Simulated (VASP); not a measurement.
TaWC2, 4 atoms in the cell. Symmetry: R-3m, No. 166, trigonal system. Conventional cell: a = 3.144 Å, b = 3.144 Å, c = 15.305 Å, α = 90.00°, β = 90.00°, γ = 120.00°. Within 2.9 Å of W (site symmetry -3m) lie 6 C at 2.21 Å. Within 2.9 Å of Ta (site symmetry -3m) lie 6 C at 2.23 Å. C (site symmetry 3m) has 3 W at 2.21 Å and 3 Ta at 2.23 Å within 2.9 Å. 

```yaml
Program: VASP 6.6.1
Task: single point
Functional: LDA
Potentials_or_basis: VASP PAW LDA potentials, release 64 (W_sv, Ta_pv, C)
Cutoff: 520 eV
k_mesh: 10 × 10 × 10
Occupations: fermi-dirac, width 0.05 eV
Spin: no spin polarisation
Hubbard_terms: Ta d U = 2.0 eV, W d U = 2.0 eV
Dipole_correction: no
Further_INCAR_settings: ALGO = Normal; EDIFF = 1e-07; NBANDS = 24
```

Potentials or basis: VASP PAW LDA potentials, release 64 (W_sv, Ta_pv, C).

The run is started by

```console
$ cat potpaw_LDA.64/W_sv/POTCAR potpaw_LDA.64/Ta_pv/POTCAR potpaw_LDA.64/C/POTCAR > POTCAR
$ mpirun -np 1 vasp_std > vasp.out
```

Hardware: 1 thread of Intel(R) Xeon(R) 6975P-C (Granite Rapids), on a shared host.

Task: How long does it take, and how much memory?

Result: It took 88 s on 1 thread of Intel(R) Xeon(R) 6975P-C (Granite Rapids) (shared host), peak memory 0.29 GiB. Counts: scf iterations 15, k points 116.
